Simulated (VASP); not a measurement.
A run of VASP 6.6.1 is set up as follows.

INCAR

```
SYSTEM = Rh
  PREC = Accurate
  ENCUT = 520
  EDIFF = 1E-8
  ISMEAR = -1
  SIGMA = 0.08
  LREAL = .False.
  LASPH = .True.
  NELM = 80
  ALGO = Normal
  ISIF = 2
  LWAVE = .False.
  LCHARG = .False.
  GGA = PE
  LEFG = .True.
  NBANDS = 14
```

The input KPOINTS:

```
Automatic mesh
0
Gamma
  16 16 16
  0 0 0
```

File POSCAR:

```
Rh
1.0
    0.0000000000      1.8646231839      1.9776120000
    1.8646231839      0.0000000000      1.9776120000
    1.8646231839      1.8646231839      0.0000000000
Rh
1
Direct
    0.0000000000      0.0000000000      0.0000000000
```

Potentials or basis: VASP PAW PBE potentials, release 64 (Rh_pv).

Launch:

```bash
$ cat potpaw_PBE.64/Rh_pv/POTCAR > POTCAR
$ mpirun -np 1 vasp_std > vasp.out
```

Task: Predict the pressure.

Result: 6.6 GPa.

Stress tensor (GPa, compression positive):
```
11.51  0.00  0.00
 0.00 11.51  0.00
 0.00  0.00 -3.15
```

Caveat: without QUAD_EFG the Cq values of the log hold for a quadrupole moment of 1 mb, not for the nuclei.
